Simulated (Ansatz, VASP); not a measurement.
# Two plane-wave programs on As

```xyz
2
Lattice="2.6756 -2.8591 0.0000 2.6756 2.8591 0.0000 0.0000 0.0000 2.9303" Properties=species:S:1:pos:R:3 pbc="T T T"
As    2.6756    1.2000    1.4651
As    2.6756   -1.2000    1.4651
```

Alike in both runs: task relaxation of cell and atoms; functional PBE; k mesh 4 × 4 × 6; occupations gaussian, width 0.1 eV; no spin polarisation.

```csv
,VASP,Ansatz
version,VASP 6.6.1,Ansatz 0.2.0
potentials or method,"VASP PAW PBE potentials, release 64 (As), cutoff 600 eV","scalar-relativistic, plane waves, PAW"
valence electrons in the cell,10,30
```

|  | VASP | Ansatz | Ansatz less VASP |
| --- | --- | --- | --- |
| gap on the k mesh at the Fermi level, each at its own relaxed structure (eV) | none | none | - |
| relaxed volume (Å³/atom) | 20.75 | 20.74 | -0.010 |
| relaxed cell length with the largest relative difference (Å) | 2.687 | 2.685 | -0.0020 |

A gap of «none» marks a metal or a gap that the smearing closes. VASP's potentials hold 10 valence electrons a cell and Ansatz's 30, so a difference there can come from the potentials and not from the codes.

The k mesh is coarse, so the values compare programs but aren't converged.
